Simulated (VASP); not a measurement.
# Pd (Fm-3m) in VASP: notebook

The runs below take Pd through single point, with SVWN5, PBE.

Everything below comes from runs of VASP 6.6.1. Logs are shortened: lines on timing, memory, paths and dates and some standing lists are left out, and cuts for length are marked.

### 1 The cell of the first run

It takes space group Fm-3m (No. 225, cubic). Conventional cell: a = 3.867 Å, b = 3.867 Å, c = 3.867 Å, α = 90.00°, β = 90.00°, γ = 90.00°. Within 3.6 Å of Pd (site symmetry m-3m) lie 12 Pd at 2.73 Å.

### 2 Single point, SVWN5

File INCAR:

```
SYSTEM = Pd
PREC     = Accurate       ! precision mode
ENCUT    = 520            ! plane-wave cutoff, eV
EDIFF    = 1E-6           ! SCF threshold, eV
ISMEAR   = -1             ! smearing method
SIGMA    = 0.05           ! smearing width, eV
LREAL    = .False.        ! projectors in reciprocal space
LASPH    = .True.         ! aspherical terms in the spheres
NELM     = 100            ! most SCF steps
ALGO     = Fast           ! electronic algorithm
ISIF     = 2              ! what is computed and relaxed
LWAVE    = .False.        ! write WAVECAR
LCHARG   = .False.        ! write CHGCAR
GGA      = VW             ! functional
NBANDS   = 11             ! bands
```

File KPOINTS:

```
Automatic mesh
0
Gamma
  12 12 12
  0 0 0
```

File POSCAR:

```
Pd
1.0
    0.0000000000      1.9334358480      1.9334358480
    1.9334358480      0.0000000000      1.9334358480
    1.9334358480      1.9334358480      0.0000000000
Pd
1
Direct
    0.0000000000      0.0000000000      0.0000000000
```

Potentials or basis: VASP PAW PBE potentials, release 64 (Pd).

Launch:

```bash
$ cat potpaw_PBE.64/Pd/POTCAR > POTCAR
$ mpirun -np 1 vasp_std > vasp.out
```

OUTCAR:

```text
SYSTEM = Pd
   PREC = Accurate
   ENCUT = 520
   EDIFF = 1E-6
   ISMEAR = -1
   LREAL = .False.
   LASPH = .True.
   NELM = 100
   ISIF = 2
   GGA = VW

 ion  position               nearest neighbor table
   1  0.000  0.000  0.000-

  LATTYP: Found a face centered cubic cell.
 ALAT       =     3.8668716960

  Lattice vectors:

 A1 = (   0.0000000000,   1.9334358480,   1.9334358480)
 A2 = (   1.9334358480,   0.0000000000,   1.9334358480)
 A3 = (   1.9334358480,   1.9334358480,   0.0000000000)

Analysis of symmetry for initial positions (statically):
[... 33 lines left out ...]
                                     Primitive cell

  volume of cell :      14.4550

  direct lattice vectors                    reciprocal lattice vectors
     0.000000000  1.933435848  1.933435848    -0.258606977  0.258606977  0.258606977
     1.933435848  0.000000000  1.933435848     0.258606977 -0.258606977  0.258606977
     1.933435848  1.933435848  0.000000000     0.258606977  0.258606977 -0.258606977

  length of vectors
     2.734291198  2.734291198  2.734291198     0.447920423  0.447920423  0.447920423

  position of ions in fractional coordinates (direct lattice)
     0.000000000  0.000000000  0.000000000

  ion indices of the primitive-cell ions
   primitive index   ion index
                 1           1

----------------------------------------------------------------------------------------

 KPOINTS: Automatic mesh

Automatic generation of k-mesh.
 Grid dimensions read from file:
 generate k-points for:   12   12   12

 Generating k-lattice:

  Cartesian coordinates                     Fractional coordinates (reciprocal lattice)
    -0.021550581  0.021550581  0.021550581     0.083333333  0.000000000  0.000000000
     0.021550581 -0.021550581  0.021550581     0.000000000  0.083333333  0.000000000
     0.021550581  0.021550581 -0.021550581     0.000000000  0.000000000  0.083333333

  Length of vectors
     0.037326702  0.037326702  0.037326702

  Shift w.r.t. Gamma in fractional coordinates (k-lattice)
     0.000000000  0.000000000  0.000000000

 Subroutine IBZKPT returns following result:
 ===========================================

 Found     72 irreducible k-points:

 Following reciprocal coordinates:
            Coordinates               Weight
  0.000000  0.000000  0.000000      1.000000
  0.083333  0.000000  0.000000      8.000000
  0.166667  0.000000  0.000000      8.000000
  0.250000  0.000000  0.000000      8.000000
  0.333333  0.000000  0.000000      8.000000
  0.416667  0.000000  0.000000      8.000000
[... 16 lines left out ...]
  0.500000  0.166667  0.000000     24.000000
 -0.416667  0.166667  0.000000     24.000000
 [... further k-points ...]
   k-points           NKPTS =     72   k-points in BZ     NKDIM =     72   number of bands    NBANDS=     11
   number of dos      NEDOS =    301   number of ions     NIONS =      1
   total plane-waves  NPLWV =   8000
   dimension x,y,z NGX =    20 NGY =   20 NGZ =   20
   dimension x,y,z NGXF=    40 NGYF=   40 NGZF=   40
   ions per type =               1
   NGX,Y,Z   is equivalent  to a cutoff of  12.16, 12.16, 12.16 a.u.
   NGXF,Y,Z  is equivalent  to a cutoff of  24.32, 24.32, 24.32 a.u.
 SYSTEM =  Pd
   PREC   = accura    normal or accurate (medium, high low for compatibility)
   ISTART =      0    job   : 0-new  1-cont  2-samecut
   ICHARG =      2    charge: 1-file 2-atom 10-const
   ISPIN  =      1    spin polarized calculation?
   LNONCOLLINEAR =      F non collinear calculations
   LSORBIT =      F    spin-orbit coupling
   LASPH  =      T    aspherical Exc in radial PAW
   ENCUT  =  520.0 eV  38.22 Ry    6.18 a.u.   5.08  5.08  5.08*2*pi/ulx,y,z
   NELM   =    100;   NELMIN=  2; NELMDL= -5     # of ELM steps
   EDIFF  = 0.1E-05   stopping-criterion for ELM
   LREAL  =      F    real-space projection
   EDIFFG = 0.1E-04   stopping-criterion for IOM
   NSW    =      0    number of steps for IOM
   IBRION =     -1    ionic relax: 0-MD 1-quasi-New 2-CG
   NFREE  =      0    steps in history (QN), initial steepest desc. (CG)
   ISIF   =      2    stress and relaxation
   ISYM   =      2    0-nonsym 1-usesym 2-fastsym
   POTIM  = 0.5000    time-step for ionic-motion
   TEBEG  =    0.0;   TEEND  =   0.0 temperature during run
   PSTRESS=    0.0 pullay stress
   NELECT =      10.0000    total number of electrons
   NUPDOWN=      -1.0000    fix difference up-down
   EMIN   =  10.00;   EMAX   =-10.00  energy-range for DOS
   EFERMI =   0.00;   METHOD = LEGACY
   ISMEAR =    -1;   SIGMA  =   0.05  broadening in eV -4-tet -1-fermi 0-gaus
   EFERMI_NEDOS =   21; number of points for ismear=-14 and -15
   IALGO  =     68    algorithm
   IMIX   =      4    mixing-type and parameters
     AMIX     =   0.40;   BMIX     =  1.00
     AMIX_MAG =   1.60;   BMIX_MAG =  1.00
  volume/ion in A,a.u.               =      14.46        97.55
  Fermi-wavevector in a.u.,A,eV,Ry     =   1.447888  2.736112 28.522990  2.096381
  Thomas-Fermi vector in A             =   2.565792
   LORBIT       =      0    0 simple, 1 ext, 2 COOP (PROOUT), +10 PAW based schemes
   GGA     = VW    functional components
   LHFCALC =     F    Hartree Fock is set to
   AEXX    =    0.0000 exact exchange contribution
   IVDW    =     0    specifies the selected vdW correction
   LEPSILON=     F    determine dielectric tensor
   LRPA    =     F    only Hartree local field effects (RPA)
 non-spin polarized calculation
 RMM-DIIS sequential band-by-band and
  energy-cutoff  :      520.00
  volume of cell :       14.46
 maximum number of plane-waves:       399
   NGX = 11   NGY = 11   NGZ = 11

 number of electron      10.0000003 magnetization

 Free energy of the ion-electron system (eV)
  ---------------------------------------------------
  ext. energy  EPLUGINS =         0.00000000
  ---------------------------------------------------
  free energy    TOTEN  =        -6.49325471 eV

  energy without entropy =       -6.47421999  energy(sigma->0) =       -6.48373735

 E-fermi :   9.7368     XC(G=0): -13.6419

 val. band max:        9.7363500787   @ k =  -0.3333   0.4167   0.0833
 cond. band min:       9.7377851143   @ k =   0.5000   0.0000   0.0000
 fundamental gap:      0.0014350356
 Fermi energy:         9.7367982045

 k-point     1 :       0.0000    0.0000    0.0000
  band No.  band energies     occupation
      1       2.3488      2.00000
      2       6.7950      2.00000
      3       6.7950      2.00000
      4       6.7950      2.00000
      5       8.4940      2.00000
      6       8.4940      2.00000
      7      26.9860      0.00000
      8      31.8086      0.00000
      9      31.8086      0.00000
     10      31.8086      0.00000
     11      37.2162      0.00000

 k-point     2 :       0.0833    0.0000    0.0000
  band No.  band energies     occupation
      1       2.6038      2.00000
      2       6.7054      2.00000
      3       6.8831      2.00000
      4       6.8831      2.00000
      5       8.4530      2.00000
      6       8.4530      2.00000
      7      27.2554      0.00000
      8      30.3248      0.00000
      9      32.1092      0.00000
     10      32.1092      0.00000
     11      37.8063      0.00000

 k-point     3 :       0.1667    0.0000    0.0000
  band No.  band energies     occupation
      1       3.2942      2.00000
      2       6.5494      2.00000
      3       7.0626      2.00000
      4       7.0626      2.00000
      5       8.4239      2.00000
      6       8.4239      2.00000
      7      27.1392      0.00000
      8      28.3253      0.00000
      9      32.8934      0.00000
     10      32.8934      0.00000
     11      36.2609      0.00000

 k-point     4 :       0.2500    0.0000    0.0000
  band No.  band energies     occupation
      1       4.0682      2.00000
      2       6.7494      2.00000
      3       7.1041      2.00000
      4       7.1041      2.00000
      5       8.6427      2.00000
      6       8.6427      2.00000
      7      24.4018      0.00000
      8      28.0845      0.00000
      9      33.5757      0.00000
     10      33.5757      0.00000
     11      35.7859      0.00000

 k-point     5 :       0.3333    0.0000    0.0000
  band No.  band energies     occupation
      1       4.3450      2.00000
      2       6.9658      2.00000
      3       6.9658      2.00000
      4       7.8999      2.00000
      5       9.1125      1.99999
      6       9.1125      1.99999
      7      21.3133      0.00000
      8      27.3201      0.00000
      9      32.6824      0.00000
     10      32.6824      0.00000
     11      36.4048      0.00000
[... 211 lines left out ...]
 k-point    21 :       0.3333    0.1667    0.0000
  band No.  band energies     occupation
      1       4.8158      2.00000
      2       5.9593      2.00000
      3       6.9859      2.00000
      4       7.6777      2.00000
      5       9.3076      1.99963
      6       9.3346      1.99936
      7      23.8439      0.00000
      8      28.1557      0.00000
      9      28.7876      0.00000
     10      31.0170      0.00000
     11      36.0424      0.00000

 k-point    22 :       0.4167    0.1667    0.0000
  band No.  band energies     occupation
      1       4.8583      2.00000
      2       6.3650      2.00000
      3       6.9640      2.00000
      4       7.5364      2.00000
      5       9.6931      1.41148
      6      10.9254      0.00000
      7      20.6357      0.00000
      8      27.1458      0.00000
      9      28.4252      0.00000
     10      30.2279      0.00000
     11      38.3347      0.00000

 k-point    23 :       0.5000    0.1667    0.0000
  band No.  band energies     occupation
      1       4.8220      2.00000
      2       6.3060      2.00000
      3       7.3863      2.00000
      4       7.5169      2.00000
      5       9.7824      0.57321
      6      12.8160      0.00000
      7      17.8994      0.00000
      8      26.2883      0.00000
      9      28.6825      0.00000
     10      29.2276      0.00000
     11      38.3065      0.00000

 k-point    24 :      -0.4167    0.1667    0.0000
  band No.  band energies     occupation
      1       4.8750      2.00000
      2       6.3126      2.00000
      3       7.3155      2.00000
      4       7.7310      2.00000
      5       9.4988      1.98300
      6      13.3746      0.00000
      7      17.3957      0.00000
      8      25.7111      0.00000
      9      28.7091      0.00000
     10      29.7543      0.00000
     11      37.8390      0.00000

 [... further k-points ...]
[... 5 lines left out ...]
  --------------------------------------------------------------------------------------
  -------------------------------------------------------------------------------------
  Total       -0.4873616     -0.4873616     -0.4873616     -0.0000000      0.0000000     -0.0000000
  in kB      -54.0185108    -54.0185108    -54.0185108     -0.0000000      0.0000000     -0.0000000
  external PRESSURE =     -54.0185108 kB  Pullay stress =       0.0000000 kB

 VOLUME and BASIS-vectors are now :
 -----------------------------------------------------------------------------
  energy-cutoff  :      520.00
  volume of cell :       14.46
      direct lattice vectors                 reciprocal lattice vectors
     0.000000000  1.933435848  1.933435848    -0.258606977  0.258606977  0.258606977
     1.933435848  0.000000000  1.933435848     0.258606977 -0.258606977  0.258606977
     1.933435848  1.933435848  0.000000000     0.258606977  0.258606977 -0.258606977

 POSITION                                       TOTAL-FORCE (eV/Angst)
 -----------------------------------------------------------------------------------
      0.00000      0.00000      0.00000         0.000000      0.000000      0.000000
 -----------------------------------------------------------------------------------
    total drift:                               -0.000000     -0.000000     -0.000000

  FREE ENERGIE OF THE ION-ELECTRON SYSTEM (eV)
  ---------------------------------------------------
  free  energy   TOTEN  =        -6.4932547092 eV

  energy  without entropy=       -6.4742199917  energy(sigma->0) =       -6.48373735
```

Wall time 8.8 s (1 thread of AMD EPYC 7R43 (Zen 3), shared host); peak memory 0.09 GiB.

What came out:

- Free energy: -6.4933 eV
- Pressure: -5.4 GPa
- Band gap on the k mesh: zero (band 5 reaches 10.06 eV, above the bottom of band 6 at 8.42 eV)

Levels at points of the mesh, in eV from the Fermi level:
```tsv
k point	band 3	band 4	band 5	band 6	band 7	band 8
(0.00, 0.00, 0.00)	-2.94	-2.94	-1.24	-1.24	17.25	22.07
(0.50, 0.00, 0.00)	-2.98	0.00	0.00	0.92	7.40	16.62
(0.50, 0.50, 0.00)	-0.02	0.32	0.32	3.27	10.92	13.22
```

Caveat: the PAW data sets were made with another functional, which shifts forces and pressure a little.

[end of part 1 of 2]
